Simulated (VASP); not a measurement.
# SnGe2Se3 (I4/mmm) in VASP: a series of runs

SnGe2Se3 is run at these levels: PBE; tasks: single point, relaxation of cell and atoms.

Program: VASP 6.6.1. These are calculated values, not measurements. Logs are shortened: lines on timing, memory, paths and dates and some standing lists are left out, and cuts for length are marked.

## Step 1: The cell of the first run

Symmetry: I4/mmm, No. 139, tetragonal system. Conventional cell: a = 4.108 Å, b = 4.108 Å, c = 17.456 Å, α = 90.00°, β = 90.00°, γ = 90.00°. Within 3.8 Å of Sn (site symmetry 4/mmm) lie 6 Se at 2.90 to 3.01 Å. Ge (site symmetry 4mm) has 6 Se at 2.74 to 2.98 Å within 3.6 Å. Within 3.6 Å of Se (site symmetry 4mm) lie 5 Ge at 2.74 to 2.90 Å and 1 Sn at 3.01 Å. Within 3.8 Å of Se (site symmetry 4/mmm) lie 4 Sn at 2.90 Å and 2 Ge at 2.98 Å.

## Step 2: Single point, PBE

File INCAR:

```
SYSTEM = SnGe2Se3
  PREC = Accurate
  ENCUT = 520
  EDIFF = 1E-6
  ISMEAR = 0
  SIGMA = 0.1
  LREAL = .False.
  LASPH = .True.
  NELM = 60
  ALGO = Normal
  ISIF = 2
  LWAVE = .False.
  LCHARG = .True.
  GGA = PE
  LELF = .True.
  LVHAR = .True.
  NBANDS = 39
```

File KPOINTS:

```
regular mesh
0
Gamma
  6 6 6
  0 0 0
```

File POSCAR:

```
SnGe2Se3
1.0
   -2.0538196231      2.0538196231      8.7280943649
    2.0538196231     -2.0538196231      8.7280943649
    2.0538196231      2.0538196231     -8.7280943649
Sn Ge Se
1 2 3
Direct
    0.5000000000      0.5000000000      0.0000000000
    0.8292510253      0.8292510253      0.0000000000
    0.1707489747      0.1707489747      0.0000000000
    0.6723321434      0.6723321434      0.0000000000
    0.0000000000      0.0000000000      0.0000000000
    0.3276678566      0.3276678566      0.0000000000
```

Potentials or basis: VASP PAW PBE potentials, release 64 (Sn_d, Ge_d, Se).

Started as:

```
cat potpaw_PBE.64/Sn_d/POTCAR potpaw_PBE.64/Ge_d/POTCAR potpaw_PBE.64/Se/POTCAR > POTCAR
mpirun -np 1 vasp_std > vasp.out
```

OUTCAR:

```text
SYSTEM = SnGe2Se3
   PREC = Accurate
   ENCUT = 520
   EDIFF = 1E-6
   ISMEAR = 0
   LREAL = .False.
   LASPH = .True.
   NELM = 60
   ISIF = 2
   GGA = PE

 ion  position               nearest neighbor table
   1  0.500  0.500  0.000-   5 2.90   5 2.90   5 2.90   5 2.90   6 3.01   4 3.01
   2  0.829  0.829  0.000-   4 2.74
   3  0.171  0.171  0.000-   6 2.74
   4  0.672  0.672  0.000-   2 2.74   1 3.01
   5  0.000  0.000  0.000-   1 2.90   1 2.90   1 2.90   1 2.90
   6  0.328  0.328  0.000-   3 2.74   1 3.01

  LATTYP: Found a body centered tetragonal cell.
 ALAT       =     4.1076392462
 C/A-ratio  =     4.2496888562

  Lattice vectors:

 A1 = (  -2.0538196231,   2.0538196231,   8.7280943649)
 A2 = (   2.0538196231,  -2.0538196231,   8.7280943649)
 A3 = (   2.0538196231,   2.0538196231,  -8.7280943649)

Analysis of symmetry for initial positions (statically):
=====================================================================
 Subroutine PRICEL returns:
 Original cell was already a primitive cell.

 Routine SETGRP: Setting up the symmetry group for a
 body centered tetragonal supercell.

 Subroutine GETGRP returns: Found 16 space group operations
 (whereof 16 operations were pure point group operations)
 out of a pool of 16 trial point group operations.

The static configuration has the point symmetry D_4h.

Analysis of symmetry for dynamics (positions and initial velocities):
=====================================================================
 Subroutine PRICEL returns:
 Original cell was already a primitive cell.

 Routine SETGRP: Setting up the symmetry group for a
 body centered tetragonal supercell.

 Subroutine GETGRP returns: Found 16 space group operations
 (whereof 16 operations were pure point group operations)
 out of a pool of 16 trial point group operations.

The dynamic configuration has the point symmetry D_4h.

 Subroutine INISYM returns: Found 16 space group operations
 (whereof 16 operations are pure point group operations),
 and found     1 'primitive' translations

----------------------------------------------------------------------------------------

                                     Primitive cell

  volume of cell :     147.2665

  direct lattice vectors                    reciprocal lattice vectors
    -2.053819623  2.053819623  8.728094365     0.000000000  0.243448838  0.057286273
     2.053819623 -2.053819623  8.728094365     0.243448838  0.000000000  0.057286273
     2.053819623  2.053819623 -8.728094365     0.243448838  0.243448838  0.000000000

  length of vectors
     9.198694545  9.198694545  9.198694545     0.250098088  0.250098088  0.344288648

  position of ions in fractional coordinates (direct lattice)
     0.500000000  0.500000000  0.000000000
     0.829251025  0.829251025  0.000000000
     0.170748975  0.170748975  0.000000000
     0.672332143  0.672332143  0.000000000
     0.000000000  0.000000000  0.000000000
     0.327667857  0.327667857  0.000000000

  ion indices of the primitive-cell ions
   primitive index   ion index
                 1           1
                 2           2
                 3           3
                 4           4
                 5           5
                 6           6

----------------------------------------------------------------------------------------

 KPOINTS: regular mesh

Automatic generation of k-mesh.
 Grid dimensions read from file:
 generate k-points for:    6    6    6

 Generating k-lattice:

  Cartesian coordinates                     Fractional coordinates (reciprocal lattice)
     0.000000000  0.040574806  0.009547712     0.166666667  0.000000000 -0.000000000
     0.040574806  0.000000000  0.009547712     0.000000000  0.166666667 -0.000000000
     0.040574806  0.040574806  0.000000000     0.000000000  0.000000000  0.166666667

  Length of vectors
     0.041683015  0.041683015  0.057381441

  Shift w.r.t. Gamma in fractional coordinates (k-lattice)
     0.000000000  0.000000000  0.000000000

 Subroutine IBZKPT returns following result:
 ===========================================

 Found     30 irreducible k-points:

 Following reciprocal coordinates:
            Coordinates               Weight
  0.000000  0.000000  0.000000      1.000000
  0.166667 -0.000000  0.000000      8.000000
  0.333333 -0.000000  0.000000      8.000000
  0.500000 -0.000000  0.000000      4.000000
  0.166667  0.166667  0.000000      8.000000
  0.333333  0.166667  0.000000     16.000000
[... 16 lines left out ...]
 -0.333333 -0.333333  0.166667      8.000000
 -0.166667 -0.333333  0.166667      8.000000
 [... further k-points ...]
   k-points           NKPTS =     30   k-points in BZ     NKDIM =     30   number of bands    NBANDS=     39
   number of dos      NEDOS =    301   number of ions     NIONS =      6
   total plane-waves  NPLWV = 343000
   dimension x,y,z NGX =    70 NGY =   70 NGZ =   70
   dimension x,y,z NGXF=   140 NGYF=  140 NGZF=  140
   ions per type =               1   2   3
   NGX,Y,Z   is equivalent  to a cutoff of  12.65, 12.65, 12.65 a.u.
   NGXF,Y,Z  is equivalent  to a cutoff of  25.30, 25.30, 25.30 a.u.
 SYSTEM =  SnGe2Se3
   PREC   = accura    normal or accurate (medium, high low for compatibility)
   ISTART =      0    job   : 0-new  1-cont  2-samecut
   ICHARG =      2    charge: 1-file 2-atom 10-const
   ISPIN  =      1    spin polarized calculation?
   LNONCOLLINEAR =      F non collinear calculations
   LSORBIT =      F    spin-orbit coupling
   LASPH  =      T    aspherical Exc in radial PAW
   ENCUT  =  520.0 eV  38.22 Ry    6.18 a.u.  17.10 17.10 17.10*2*pi/ulx,y,z
   NELM   =     60;   NELMIN=  2; NELMDL= -5     # of ELM steps
   EDIFF  = 0.1E-05   stopping-criterion for ELM
   LREAL  =      F    real-space projection
   EDIFFG = 0.1E-04   stopping-criterion for IOM
   NSW    =      0    number of steps for IOM
   IBRION =     -1    ionic relax: 0-MD 1-quasi-New 2-CG
   NFREE  =      0    steps in history (QN), initial steepest desc. (CG)
   ISIF   =      2    stress and relaxation
   ISYM   =      2    0-nonsym 1-usesym 2-fastsym
   POTIM  = 0.5000    time-step for ionic-motion
   TEBEG  =    0.0;   TEEND  =   0.0 temperature during run
   PSTRESS=    0.0 pullay stress
   NELECT =      60.0000    total number of electrons
   NUPDOWN=      -1.0000    fix difference up-down
   EMIN   =  10.00;   EMAX   =-10.00  energy-range for DOS
   EFERMI =   0.00;   METHOD = LEGACY
   ISMEAR =     0;   SIGMA  =   0.10  broadening in eV -4-tet -1-fermi 0-gaus
   EFERMI_NEDOS =   21; number of points for ismear=-14 and -15
   IALGO  =     38    algorithm
   IMIX   =      4    mixing-type and parameters
     AMIX     =   0.40;   BMIX     =  1.00
     AMIX_MAG =   1.60;   BMIX_MAG =  1.00
  volume/ion in A,a.u.               =      24.54       165.63
  Fermi-wavevector in a.u.,A,eV,Ry     =   1.213642  2.293451 20.040385  1.472927
  Thomas-Fermi vector in A             =   2.349087
   LORBIT       =      0    0 simple, 1 ext, 2 COOP (PROOUT), +10 PAW based schemes
   GGA     = PE    functional components
   LHFCALC =     F    Hartree Fock is set to
   AEXX    =    0.0000 exact exchange contribution
   IVDW    =     0    specifies the selected vdW correction
   LEPSILON=     F    determine dielectric tensor
   LRPA    =     F    only Hartree local field effects (RPA)
 non-spin polarized calculation
 Gauss-broadening in eV      SIGMA  =   0.10
  energy-cutoff  :      520.00
  volume of cell :      147.27
 maximum number of plane-waves:      4017
 NGX is ok and might be reduce to    70
   NGX = 35   NGY = 35   NGZ = 35

 number of electron      59.9999998 magnetization

 Free energy of the ion-electron system (eV)
  ---------------------------------------------------
  ext. energy  EPLUGINS =         0.00000000
  ---------------------------------------------------
  free energy    TOTEN  =       -24.98953471 eV

  energy without entropy =      -24.98732208  energy(sigma->0) =      -24.98842840

 E-fermi :   5.2448     XC(G=0):  -9.8092

 val. band max:        5.1547904428   @ k =  -0.1667   0.3333   0.1667
 cond. band min:       5.3280204811   @ k =  -0.1667   0.3333   0.1667
 fundamental gap:      0.1732300383
 Fermi energy:         5.2447643232

 k-point     1 :       0.0000    0.0000    0.0000
  band No.  band energies     occupation
      1     -20.1124      2.00000
      2     -20.1115      2.00000
      3     -20.1113      2.00000
      4     -20.1100      2.00000
      5     -20.1067      2.00000
      6     -20.1022      2.00000
[... 31 lines left out ...]
     38       9.6784      0.00000
     39       9.6784      0.00000

 k-point     2 :       0.1667   -0.0000    0.0000
  band No.  band energies     occupation
      1     -20.1119      2.00000
      2     -20.1117      2.00000
      3     -20.1107      2.00000
      4     -20.1106      2.00000
      5     -20.1060      2.00000
      6     -20.1021      2.00000
[... 31 lines left out ...]
     38       9.2736      0.00000
     39       9.3729      0.00000

 k-point     3 :       0.3333   -0.0000    0.0000
  band No.  band energies     occupation
      1     -20.1127      2.00000
      2     -20.1120      2.00000
      3     -20.1105      2.00000
      4     -20.1098      2.00000
      5     -20.1042      2.00000
      6     -20.1021      2.00000
[... 31 lines left out ...]
     38       8.7302      0.00000
     39       9.3209      0.00000

 k-point     4 :       0.5000   -0.0000    0.0000
  band No.  band energies     occupation
      1     -20.1128      2.00000
      2     -20.1128      2.00000
      3     -20.1097      2.00000
      4     -20.1097      2.00000
      5     -20.1028      2.00000
      6     -20.1027      2.00000
[... 31 lines left out ...]
     38       8.8447      0.00000
     39       8.9532      0.00000
[... 754 lines left out ...]
     38       7.7653      0.00000
     39      10.1004      0.00000

 k-point    23 :      -0.3333   -0.3333    0.1667
  band No.  band energies     occupation
      1     -20.1124      2.00000
      2     -20.1114      2.00000
      3     -20.1110      2.00000
      4     -20.1101      2.00000
      5     -20.1053      2.00000
      6     -20.1020      2.00000
[... 31 lines left out ...]
     38       9.3709      0.00000
     39      10.5516      0.00000

 k-point    24 :      -0.1667   -0.3333    0.1667
  band No.  band energies     occupation
      1     -20.1119      2.00000
      2     -20.1117      2.00000
      3     -20.1107      2.00000
      4     -20.1106      2.00000
      5     -20.1060      2.00000
      6     -20.1020      2.00000
[... 31 lines left out ...]
     38       9.4049      0.00000
     39       9.6921      0.00000

 [... further k-points ...]

------------------------ aborting loop because EDIFF is reached ----------------------------------------

  FORCE on cell =-STRESS in cart. coord.  units (eV):
  Direction    XX          YY          ZZ          XY          YZ          ZX
  --------------------------------------------------------------------------------------
  -------------------------------------------------------------------------------------
  Total        0.0199607      0.0199607     -0.0958905      0.0000000      0.0000000      0.0000000
  in kB        0.2171612      0.2171612     -1.0432355      0.0000000      0.0000000      0.0000000
  external PRESSURE =      -0.2029710 kB  Pullay stress =       0.0000000 kB

 VOLUME and BASIS-vectors are now :
 -----------------------------------------------------------------------------
  energy-cutoff  :      520.00
  volume of cell :      147.27
      direct lattice vectors                 reciprocal lattice vectors
    -2.053819623  2.053819623  8.728094365     0.000000000  0.243448838  0.057286273
     2.053819623 -2.053819623  8.728094365     0.243448838  0.000000000  0.057286273
     2.053819623  2.053819623 -8.728094365     0.243448838  0.243448838  0.000000000

 POSITION                                       TOTAL-FORCE (eV/Angst)
 -----------------------------------------------------------------------------------
      0.00000      0.00000      8.72809         0.000000      0.000000      0.000000
      0.00000      0.00000     14.47556        -0.000000     -0.000000     -0.017879
      0.00000      0.00000      2.98063        -0.000000     -0.000000      0.017879
      0.00000      0.00000     11.73636         0.000000      0.000000      0.011686
      0.00000      0.00000      0.00000         0.000000      0.000000     -0.000000
      0.00000      0.00000      5.71983         0.000000      0.000000     -0.011686
 -----------------------------------------------------------------------------------
    total drift:                                0.000000      0.000000     -0.000000

  FREE ENERGIE OF THE ION-ELECTRON SYSTEM (eV)
  ---------------------------------------------------
  free  energy   TOTEN  =       -24.9895347118 eV

  energy  without entropy=      -24.9873220841  energy(sigma->0) =      -24.98842840
```

It took 6.6 min on 1 thread of Intel Xeon Platinum 8488C (Sapphire Rapids), shared host; peak memory 0.75 GiB.

Results:

| Property | Result |
| --- | --- |
| Free energy | -24.9895 eV |
| Pressure | 0.0 GPa |
| Largest force | 0.018 eV/Å |
| Band gap on the k mesh | 0.17 eV |

Forces on the atoms (eV/Å):
```
Sn   0.000  0.000  0.000
Ge   0.000  0.000 -0.018
Ge   0.000  0.000  0.018
Se   0.000  0.000  0.012
Se   0.000  0.000  0.000
Se   0.000  0.000 -0.012
```

Caveat: spin-orbit coupling is left out, which moves the levels of the heavy elements. A k mesh can miss the band edges.

## Step 3: Single point, PBE

This run uses another cell than the first one, of 25.23 Å³/atom.

File INCAR:

```
SYSTEM = SnGe2Se3
PREC = Accurate ; ENCUT = 520
EDIFF = 1E-7 ; ISMEAR = 0
SIGMA = 0.1 ; LREAL = .FALSE.
LASPH = .TRUE. ; NELM = 60
ALGO = Normal ; ISIF = 2
LWAVE = .FALSE. ; LCHARG = .FALSE.
GGA = PE ; NBANDS = 39
```

File KPOINTS:

```
Automatic mesh
0
G
  6 6 6
  0 0 0
```

File POSCAR:

```
SnGe2Se3
1.0
   -2.0740479300      2.0740479300      8.7994401200
    2.0740479300     -2.0740479300      8.7994401200
    2.0740479300      2.0740479300     -8.7994401200
Sn Ge Se
1 2 3
Direct
    0.5000000000      0.5000000000      0.0000000000
    0.8333333300      0.8333333300      0.0000000000
    0.1666666700      0.1666666700      0.0000000000
    0.6666666700      0.6666666700      0.0000000000
    0.0000000000      0.0000000000      0.0000000000
    0.3333333300      0.3333333300      0.0000000000
```

Potentials or basis: VASP PAW PBE potentials, release 64 (Sn_d, Ge_d, Se).

Started as:

```
cat potpaw_PBE.64/Sn_d/POTCAR potpaw_PBE.64/Ge_d/POTCAR potpaw_PBE.64/Se/POTCAR > POTCAR
mpirun -np 1 vasp_std > vasp.out
```

OUTCAR:

```text
SYSTEM = SnGe2Se3
   PREC = Accurate
   ENCUT = 520
   EDIFF = 1E-7
   ISMEAR = 0
   LREAL = .FALSE.
   LASPH = .TRUE.
   NELM = 60
   ISIF = 2
   GGA = PE

 ion  position               nearest neighbor table
   1  0.500  0.500  0.000-   5 2.93   5 2.93   5 2.93   5 2.93   6 2.93   4 2.93
   2  0.833  0.833  0.000-
   3  0.167  0.167  0.000-
   4  0.667  0.667  0.000-   1 2.93
   5  0.000  0.000  0.000-   1 2.93   1 2.93   1 2.93   1 2.93
   6  0.333  0.333  0.000-   1 2.93

[... 1215 lines left out ...]
  -------------------------------------------------------------------------------------
  Total       -1.4020256     -1.4020256     -1.4370672      0.0000000     -0.0000000     -0.0000000
  in kB      -14.8359002    -14.8359002    -15.2067030      0.0000000     -0.0000000     -0.0000000
  external PRESSURE =     -14.9595011 kB  Pullay stress =       0.0000000 kB

 VOLUME and BASIS-vectors are now :
 -----------------------------------------------------------------------------
  energy-cutoff  :      520.00
  volume of cell :      151.41
      direct lattice vectors                 reciprocal lattice vectors
    -2.074047930  2.074047930  8.799440120     0.000000000  0.241074467  0.056821797
     2.074047930 -2.074047930  8.799440120     0.241074467  0.000000000  0.056821797
     2.074047930  2.074047930 -8.799440120     0.241074467  0.241074467  0.000000000

 POSITION                                       TOTAL-FORCE (eV/Angst)
 -----------------------------------------------------------------------------------
      0.00000      0.00000      8.79944        -0.000000     -0.000000      0.000000
      0.00000      0.00000     14.66573        -0.000000     -0.000000     -0.144508
      0.00000      0.00000      2.93315         0.000000      0.000000      0.144508
      0.00000      0.00000     11.73259         0.000000      0.000000      0.412825
      0.00000      0.00000      0.00000        -0.000000     -0.000000     -0.000000
      0.00000      0.00000      5.86629         0.000000      0.000000     -0.412825
 -----------------------------------------------------------------------------------
    total drift:                                0.000000     -0.000000     -0.000000

  FREE ENERGIE OF THE ION-ELECTRON SYSTEM (eV)
  ---------------------------------------------------
  free  energy   TOTEN  =       -24.9091494349 eV

  energy  without entropy=      -24.9075028651  energy(sigma->0) =      -24.90832615
```

OSZICAR:

```text
N       E                     dE             d eps       ncg     rms          rms(c)
DAV:   1     0.601822838331E+03    0.60182E+03   -0.28270E+04  2818   0.284E+03
DAV:   2     0.915458010228E+02   -0.51028E+03   -0.49094E+03  2356   0.818E+02
DAV:   3    -0.176834898571E+02   -0.10923E+03   -0.10589E+03  2769   0.207E+02
DAV:   4    -0.251642752265E+02   -0.74808E+01   -0.74089E+01  2788   0.615E+01
DAV:   5    -0.253619676470E+02   -0.19769E+00   -0.19755E+00  2777   0.108E+01    0.505E+00
DAV:   6    -0.248946698706E+02    0.46730E+00   -0.90130E-01  3113   0.507E+00    0.297E+00
DAV:   7    -0.249047517131E+02   -0.10082E-01   -0.26433E-01  2726   0.185E+00    0.135E+00
DAV:   8    -0.249092663461E+02   -0.45146E-02   -0.27345E-02  2902   0.130E+00    0.173E-01
DAV:   9    -0.249088862718E+02    0.38007E-03   -0.35180E-03  2930   0.481E-01    0.799E-02
DAV:  10    -0.249090969526E+02   -0.21068E-03   -0.55972E-04  2838   0.117E-01    0.384E-02
DAV:  11    -0.249091487934E+02   -0.51841E-04   -0.89181E-05  2842   0.688E-02    0.711E-03
DAV:  12    -0.249091494006E+02   -0.60716E-06   -0.77668E-06  2879   0.186E-02    0.374E-03
DAV:  13    -0.249091495133E+02   -0.11271E-06   -0.16103E-06  2601   0.745E-03    0.198E-03
DAV:  14    -0.249091494349E+02    0.78420E-07   -0.10895E-07  1782   0.337E-03
   1 F= -.24909149E+02 E0= -.24908326E+02  d E =-.164657E-02
```

Run time: 6.7 min. Hardware: 1 thread of Intel Xeon Platinum 8488C (Sapphire Rapids), shared host; peak memory 0.75 GiB.

Results:

* Free energy: -24.9091 eV
* Pressure: -1.5 GPa
* Largest force: 0.413 eV/Å
* Band gap on the k mesh: 0.20 eV (least direct gap 0.23 eV)

Forces on the atoms (eV/Å):
```
Sn   0.000  0.000  0.000
Ge   0.000  0.000 -0.145
Ge   0.000  0.000  0.145
Se   0.000  0.000  0.413
Se   0.000  0.000  0.000
Se   0.000  0.000 -0.413
```

Levels at points of the mesh, in eV from the valence-band top:
```
           k point  band 27  band 28  band 29  band 30  band 31  band 32  band 33  band 34
(0.00, 0.00, 0.00)    -3.31    -2.13    -2.13    -2.13     3.47     3.50     3.53     3.65
(0.50, 0.00, 0.00)    -1.85    -1.04    -0.80     0.00     0.25     0.76     0.79     0.98
(0.50, 0.50, 0.00)    -3.71    -3.71    -2.03    -1.75     2.20     2.57     3.13     4.24
(0.50, 0.50, 0.50)    -2.56    -2.56    -1.09    -0.68     1.06     1.55     3.12     3.71
```

Caveat: spin-orbit coupling is left out, which moves the levels of the heavy elements. A k mesh can miss the band edges.

(Part 1 of 2 ends here.)
